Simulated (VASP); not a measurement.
Cr: single point with revPBE

Cr:

```
Cr
1.0
     2.28624    0.00000    0.00000
     0.00000    2.28624    0.00000
     0.00000    0.00000    2.28624
Cr
1
Direct
  0.00000 0.00000 0.00000
```

This isn't the form of Cr at room conditions, which is bcc.

```
Program                : VASP 6.6.1
Task                   : single point
Functional             : revPBE
Potentials or basis    : VASP PAW PBE potentials, release 64 (Cr_pv)
Cutoff                 : 520 eV
k mesh                 : 15 × 15 × 15
Occupations            : fermi-dirac, width 0.05 eV
Spin                   : collinear spin, ferromagnetic start
Starting moments       : [1.5] μB
Dipole correction      : no
Further INCAR settings : ALGO = Normal; EDIFF = 1e-07; NBANDS = 16
```

- Pressure: 18.8 GPa
- Band gap on the k mesh: zero (filled and empty bands overlap)
- Net moment: 0.00 μB per cell
- Valence electrons inside the program's atomic spheres: Cr 11.23

Levels at points of the mesh, in eV from the Fermi level:
Spin up:
```tsv
k point	band 4	band 5	band 6	band 7	band 8	band 9
(0.00, 0.00, 0.00)	-7.59	-3.45	-3.45	2.73	2.73	2.73
```
Spin down:
```
           k point  band 3  band 4  band 5  band 6  band 7  band 8  band 9  band 10
(0.00, 0.00, 0.00)  -42.46   -7.59   -3.45   -3.45    2.73    2.73    2.73     7.65
```

Wall time 71 s on 1 thread of Intel Xeon 8259CL (shared host), peak memory 0.15 GiB.

Caveat: the cell stands under pressure; the PAW data sets were made with another functional, which shifts forces and pressure a little.
